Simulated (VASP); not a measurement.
# PbF2 (Fluorocronite) (Fm-3m) in VASP: further runs

The runs below take PbF2 (Fluorocronite) through single point, with PBEsol, PBE.

Program: VASP 6.6.1. These are calculated values, not measurements. Logs are shortened: lines on timing, memory, paths and dates and some standing lists are left out, and cuts for length are marked.

## 1. The cell of the first run

The structure is cubic, space group Fm-3m (No. 225). Conventional cell: a = 5.927 Å, b = 5.927 Å, c = 5.927 Å, α = 90.00°, β = 90.00°, γ = 90.00°. Pb (site symmetry m-3m) has 8 F at 2.57 Å within 3.4 Å. Within 3.4 Å of F (site symmetry -43m) lie 4 Pb at 2.57 Å and 6 F at 2.96 Å.

## 2. Single point, PBEsol

Input file INCAR:

```
SYSTEM = PbF2
ALGO     = Normal         ! electronic algorithm
EDIFF    = 1E-6           ! SCF threshold, eV
ENCUT    = 520            ! plane-wave cutoff, eV
GGA      = PS             ! functional
ISIF     = 2              ! what is computed and relaxed
ISMEAR   = -1             ! smearing method
LASPH    = .True.         ! aspherical terms in the spheres
LCHARG   = .True.         ! write CHGCAR
LELF     = .True.         ! ELF
LREAL    = .False.        ! projectors in reciprocal space
LVHAR    = .True.       
LWAVE    = .False.        ! write WAVECAR
NBANDS   = 21             ! bands
NELM     = 80             ! most SCF steps
PREC     = Accurate       ! precision mode
SIGMA    = 0.05           ! smearing width, eV
```

Input file KPOINTS:

```
k-points
0
Gamma
  8 8 8
  0 0 0
```

Input file POSCAR:

```
PbF2
1.0
    0.0000000000      2.9636600000      2.9636600000
    2.9636600000      0.0000000000      2.9636600000
    2.9636600000      2.9636600000      0.0000000000
Pb F
1 2
Direct
    0.0000000000      0.0000000000      0.0000000000
    0.7500000000      0.7500000000      0.7500000000
    0.2500000000      0.2500000000      0.2500000000
```

Potentials or basis: VASP PAW PBE potentials, release 64 (Pb_d, F).

Launch:

```sh
> cat potpaw_PBE.64/Pb_d/POTCAR potpaw_PBE.64/F/POTCAR > POTCAR
> mpirun -np 1 vasp_std > vasp.out
```

OUTCAR:

```text
SYSTEM = PbF2
   EDIFF = 1E-6
   ENCUT = 520
   GGA = PS
   ISIF = 2
   ISMEAR = -1
   LASPH = .True.
   LREAL = .False.
   NELM = 80
   PREC = Accurate

 ion  position               nearest neighbor table
   1  0.000  0.000  0.000-   2 2.57   2 2.57   2 2.57   3 2.57   3 2.57   3 2.57   3 2.57   2 2.57

   2  0.750  0.750  0.750-   1 2.57   1 2.57   1 2.57   1 2.57
   3  0.250  0.250  0.250-   1 2.57   1 2.57   1 2.57   1 2.57

  LATTYP: Found a face centered cubic cell.
 ALAT       =     5.9273200000

  Lattice vectors:

 A1 = (   0.0000000000,   2.9636600000,   2.9636600000)
 A2 = (   2.9636600000,   0.0000000000,   2.9636600000)
 A3 = (   2.9636600000,   2.9636600000,   0.0000000000)

Analysis of symmetry for initial positions (statically):
=====================================================================
 Subroutine PRICEL returns:
 Original cell was already a primitive cell.

 Routine SETGRP: Setting up the symmetry group for a
 face centered cubic supercell.

 Subroutine GETGRP returns: Found 48 space group operations
 (whereof 48 operations were pure point group operations)
 out of a pool of 48 trial point group operations.

The static configuration has the point symmetry O_h .

Analysis of symmetry for dynamics (positions and initial velocities):
=====================================================================
 Subroutine PRICEL returns:
 Original cell was already a primitive cell.

 Routine SETGRP: Setting up the symmetry group for a
 face centered cubic supercell.

 Subroutine GETGRP returns: Found 48 space group operations
 (whereof 48 operations were pure point group operations)
 out of a pool of 48 trial point group operations.

The dynamic configuration has the point symmetry O_h .

 Subroutine INISYM returns: Found 48 space group operations
 (whereof 48 operations are pure point group operations),
 and found     1 'primitive' translations

----------------------------------------------------------------------------------------

                                     Primitive cell

  volume of cell :      52.0613

  direct lattice vectors                    reciprocal lattice vectors
     0.000000000  2.963660000  2.963660000    -0.168710311  0.168710311  0.168710311
     2.963660000  0.000000000  2.963660000     0.168710311 -0.168710311  0.168710311
     2.963660000  2.963660000  0.000000000     0.168710311  0.168710311 -0.168710311

  length of vectors
     4.191248166  4.191248166  4.191248166     0.292214830  0.292214830  0.292214830

  position of ions in fractional coordinates (direct lattice)
     0.000000000  0.000000000  0.000000000
     0.750000000  0.750000000  0.750000000
     0.250000000  0.250000000  0.250000000

  ion indices of the primitive-cell ions
   primitive index   ion index
                 1           1
                 2           2
                 3           3

----------------------------------------------------------------------------------------

 KPOINTS: k-points

Automatic generation of k-mesh.
 Grid dimensions read from file:
 generate k-points for:    8    8    8

 Generating k-lattice:

  Cartesian coordinates                     Fractional coordinates (reciprocal lattice)
    -0.021088789  0.021088789  0.021088789     0.125000000  0.000000000  0.000000000
     0.021088789 -0.021088789  0.021088789     0.000000000  0.125000000  0.000000000
     0.021088789  0.021088789 -0.021088789     0.000000000  0.000000000  0.125000000

  Length of vectors
     0.036526854  0.036526854  0.036526854

  Shift w.r.t. Gamma in fractional coordinates (k-lattice)
     0.000000000  0.000000000  0.000000000

 Subroutine IBZKPT returns following result:
 ===========================================

 Found     29 irreducible k-points:

 Following reciprocal coordinates:
            Coordinates               Weight
  0.000000  0.000000  0.000000      1.000000
  0.125000  0.000000  0.000000      8.000000
  0.250000  0.000000  0.000000      8.000000
  0.375000  0.000000  0.000000      8.000000
  0.500000  0.000000  0.000000      4.000000
  0.125000  0.125000  0.000000      6.000000
[... 16 lines left out ...]
  0.500000  0.250000  0.125000     48.000000
 -0.375000  0.250000  0.125000     24.000000
 [... further k-points ...]
   k-points           NKPTS =     29   k-points in BZ     NKDIM =     29   number of bands    NBANDS=     21
   number of dos      NEDOS =    301   number of ions     NIONS =      3
   total plane-waves  NPLWV =  32768
   dimension x,y,z NGX =    32 NGY =   32 NGZ =   32
   dimension x,y,z NGXF=    64 NGYF=   64 NGZF=   64
   ions per type =               1   2
   NGX,Y,Z   is equivalent  to a cutoff of  12.69, 12.69, 12.69 a.u.
   NGXF,Y,Z  is equivalent  to a cutoff of  25.39, 25.39, 25.39 a.u.
 SYSTEM =  PbF2
   PREC   = accura    normal or accurate (medium, high low for compatibility)
   ISTART =      0    job   : 0-new  1-cont  2-samecut
   ICHARG =      2    charge: 1-file 2-atom 10-const
   ISPIN  =      1    spin polarized calculation?
   LNONCOLLINEAR =      F non collinear calculations
   LSORBIT =      F    spin-orbit coupling
   LASPH  =      T    aspherical Exc in radial PAW
   ENCUT  =  520.0 eV  38.22 Ry    6.18 a.u.   7.79  7.79  7.79*2*pi/ulx,y,z
   NELM   =     80;   NELMIN=  2; NELMDL= -5     # of ELM steps
   EDIFF  = 0.1E-05   stopping-criterion for ELM
   LREAL  =      F    real-space projection
[... 7 lines left out ...]
   TEBEG  =    0.0;   TEEND  =   0.0 temperature during run
   PSTRESS=    0.0 pullay stress
   NELECT =      28.0000    total number of electrons
   NUPDOWN=      -1.0000    fix difference up-down
   EMIN   =  10.00;   EMAX   =-10.00  energy-range for DOS
   EFERMI =   0.00;   METHOD = LEGACY
   ISMEAR =    -1;   SIGMA  =   0.05  broadening in eV -4-tet -1-fermi 0-gaus
   EFERMI_NEDOS =   21; number of points for ismear=-14 and -15
   IALGO  =     38    algorithm
   IMIX   =      4    mixing-type and parameters
     AMIX     =   0.40;   BMIX     =  1.00
     AMIX_MAG =   1.60;   BMIX_MAG =  1.00
  volume/ion in A,a.u.               =      17.35       117.11
  Fermi-wavevector in a.u.,A,eV,Ry     =   1.331340  2.515869 24.115883  1.772467
  Thomas-Fermi vector in A             =   2.460359
   LORBIT       =      0    0 simple, 1 ext, 2 COOP (PROOUT), +10 PAW based schemes
   GGA     = PS    functional components
   LHFCALC =     F    Hartree Fock is set to
   AEXX    =    0.0000 exact exchange contribution
   IVDW    =     0    specifies the selected vdW correction
   LEPSILON=     F    determine dielectric tensor
   LRPA    =     F    only Hartree local field effects (RPA)
 non-spin polarized calculation
  energy-cutoff  :      520.00
  volume of cell :       52.06
 maximum number of plane-waves:      1424
   NGX = 15   NGY = 15   NGZ = 15

 number of electron      28.0000005 magnetization

 Free energy of the ion-electron system (eV)
  ---------------------------------------------------
  ext. energy  EPLUGINS =         0.00000000
  ---------------------------------------------------
  free energy    TOTEN  =       -14.93441455 eV

  energy without entropy =      -14.93441455  energy(sigma->0) =      -14.93441455

 E-fermi :   2.8764     XC(G=0):  -9.6592

 val. band max:        1.7365228965   @ k =  -0.2500   0.5000   0.2500
 cond. band min:       6.0406739350   @ k =   0.5000   0.5000   0.0000
 fundamental gap:      4.3041510386
 Fermi energy:         2.8764395713

 k-point     1 :       0.0000    0.0000    0.0000
  band No.  band energies     occupation
      1     -19.2397      2.00000
      2     -18.5985      2.00000
      3     -12.6274      2.00000
      4     -12.6274      2.00000
      5     -12.6274      2.00000
      6     -12.5636      2.00000
[... 13 lines left out ...]
     20      16.7132      0.00000
     21      19.0889      0.00000

 k-point     2 :       0.1250    0.0000    0.0000
  band No.  band energies     occupation
      1     -19.2083      2.00000
      2     -18.6272      2.00000
      3     -12.6209      2.00000
      4     -12.6209      2.00000
      5     -12.5941      2.00000
      6     -12.5636      2.00000
[... 13 lines left out ...]
     20      16.3025      0.00000
     21      18.5302      0.00000

 k-point     3 :       0.2500    0.0000    0.0000
  band No.  band energies     occupation
      1     -19.1264      2.00000
      2     -18.7001      2.00000
      3     -12.6103      2.00000
      4     -12.6103      2.00000
      5     -12.5582      2.00000
      6     -12.5582      2.00000
[... 13 lines left out ...]
     20      15.7459      0.00000
     21      17.2949      0.00000

 k-point     4 :       0.3750    0.0000    0.0000
  band No.  band energies     occupation
      1     -19.0217      2.00000
      2     -18.7939      2.00000
      3     -12.6078      2.00000
      4     -12.6078      2.00000
      5     -12.5445      2.00000
      6     -12.5445      2.00000
[... 13 lines left out ...]
     20      15.4336      0.00000
     21      16.2612      0.00000

 k-point     5 :       0.5000    0.0000    0.0000
  band No.  band energies     occupation
      1     -18.9429      2.00000
      2     -18.8670      2.00000
      3     -12.6085      2.00000
      4     -12.6085      2.00000
      5     -12.5371      2.00000
      6     -12.5371      2.00000
[... 13 lines left out ...]
     20      15.3466      0.00000
     21      15.8614      0.00000
[... 382 lines left out ...]
     20      18.2456      0.00000
     21      18.9205      0.00000

 k-point    22 :       0.3750    0.2500    0.1250
  band No.  band energies     occupation
      1     -19.0688      2.00000
      2     -18.7481      2.00000
      3     -12.5877      2.00000
      4     -12.5865      2.00000
      5     -12.5702      2.00000
      6     -12.5413      2.00000
[... 13 lines left out ...]
     20      16.9398      0.00000
     21      17.7495      0.00000

 k-point    23 :       0.5000    0.2500    0.1250
  band No.  band energies     occupation
      1     -18.9851      2.00000
      2     -18.8204      2.00000
      3     -12.5864      2.00000
      4     -12.5800      2.00000
      5     -12.5536      2.00000
      6     -12.5204      2.00000
[... 13 lines left out ...]
     20      17.4922      0.00000
     21      18.0130      0.00000

 k-point    24 :      -0.3750    0.2500    0.1250
  band No.  band energies     occupation
      1     -18.9192      2.00000
      2     -18.8812      2.00000
      3     -12.5863      2.00000
      4     -12.5810      2.00000
      5     -12.5416      2.00000
      6     -12.5119      2.00000
[... 13 lines left out ...]
     20      17.7064      0.00000
     21      18.1436      0.00000

 [... further k-points ...]
[... 5 lines left out ...]
  --------------------------------------------------------------------------------------
  -------------------------------------------------------------------------------------
  Total       -0.4207655     -0.4207655     -0.4207655      0.0000000      0.0000000      0.0000000
  in kB      -12.9489789    -12.9489789    -12.9489789      0.0000000      0.0000000      0.0000000
  external PRESSURE =     -12.9489789 kB  Pullay stress =       0.0000000 kB

 VOLUME and BASIS-vectors are now :
 -----------------------------------------------------------------------------
  energy-cutoff  :      520.00
  volume of cell :       52.06
      direct lattice vectors                 reciprocal lattice vectors
     0.000000000  2.963660000  2.963660000    -0.168710311  0.168710311  0.168710311
     2.963660000  0.000000000  2.963660000     0.168710311 -0.168710311  0.168710311
     2.963660000  2.963660000  0.000000000     0.168710311  0.168710311 -0.168710311

 POSITION                                       TOTAL-FORCE (eV/Angst)
 -----------------------------------------------------------------------------------
      0.00000      0.00000      0.00000         0.000000      0.000000      0.000000
      4.44549      4.44549      4.44549         0.000000      0.000000      0.000000
      1.48183      1.48183      1.48183        -0.000000     -0.000000     -0.000000
 -----------------------------------------------------------------------------------
    total drift:                                0.000000     -0.000000      0.000000

  FREE ENERGIE OF THE ION-ELECTRON SYSTEM (eV)
  ---------------------------------------------------
  free  energy   TOTEN  =       -14.9344145518 eV

  energy  without entropy=      -14.9344145518  energy(sigma->0) =      -14.93441455
```

Run time: 12 s. Hardware: 1 thread of Intel Xeon 6975P-C (Granite Rapids), shared host; peak memory 0.19 GiB.

Results:

* Free energy: -14.9344 eV
* Pressure: -1.3 GPa
* Band gap on the k mesh: 4.30 eV, indirect (least direct gap 4.46 eV)

Levels at points of the mesh, in eV from the valence-band top:
| k point | band 11 | band 12 | band 13 | band 14 | band 15 | band 16 | band 17 | band 18 |
| --- | --- | --- | --- | --- | --- | --- | --- | --- |
| (0.00, 0.00, 0.00) | -2.48 | -1.98 | -1.98 | -1.98 | 6.67 | 6.67 | 6.67 | 10.51 |
| (0.50, 0.00, 0.00) | -2.69 | -2.14 | -2.14 | -0.02 | 4.94 | 7.58 | 7.58 | 13.08 |
| (0.50, 0.50, 0.00) | -1.54 | -1.54 | -1.54 | -0.15 | 4.30 | 7.82 | 7.82 | 8.82 |

Caveat: the PAW data sets were made with another functional, which shifts forces and pressure a little; spin-orbit coupling is left out, which moves the levels of the heavy elements.

## 3. Single point, PBE (volume scaled by 0.96)

Input file INCAR:

```
PREC = Accurate
ENCUT = 520
EDIFF = 1E-6
ISMEAR = -1
SIGMA = 0.05
LREAL = F
LASPH = T
NELM = 80
ALGO = Normal
ISIF = 2
LWAVE = F
LCHARG = F
GGA = PE
NBANDS = 21
```

Input file KPOINTS:

```
regular mesh
0
Gamma
  8 8 8
```

Input file POSCAR:

```
PbF2
1.0
    0.0000000000      2.9236056305      2.9236056305
    2.9236056305      0.0000000000      2.9236056305
    2.9236056305      2.9236056305      0.0000000000
Pb F
1 2
Direct
    0.0000000000      0.0000000000      0.0000000000
    0.7500000000      0.7500000000      0.7500000000
    0.2500000000      0.2500000000      0.2500000000
```

Potentials or basis: VASP PAW PBE potentials, release 64 (Pb_d, F).

Launch:

```sh
> cat potpaw_PBE.64/Pb_d/POTCAR potpaw_PBE.64/F/POTCAR > POTCAR
> mpirun -np 1 vasp_std > vasp.out
```

Wall time 10 s (1 thread of Intel Xeon 6975P-C (Granite Rapids), shared host); peak memory 0.18 GiB.

It converged, with:

```yaml
Free_energy: -14.2757 eV
Pressure: 6.0 GPa
Band_gap_on_the_k_mesh: 4.40 eV, indirect (least direct gap 4.56 eV)
```

Levels at points of the mesh, in eV from the valence-band top:
```tsv
k point	band 12	band 13	band 14	band 15	band 16	band 17
(0.00, 0.00, 0.00)	-2.25	-2.25	-2.25	6.81	6.81	6.81
(0.50, 0.00, 0.00)	-2.41	-2.41	-0.06	5.01	7.79	7.79
(0.50, 0.50, 0.00)	-1.79	-1.79	-0.15	4.40	8.04	8.04
```

Caveat: spin-orbit coupling is left out, which moves the levels of the heavy elements. A k mesh can miss the band edges.

[end of part 1 of 2]
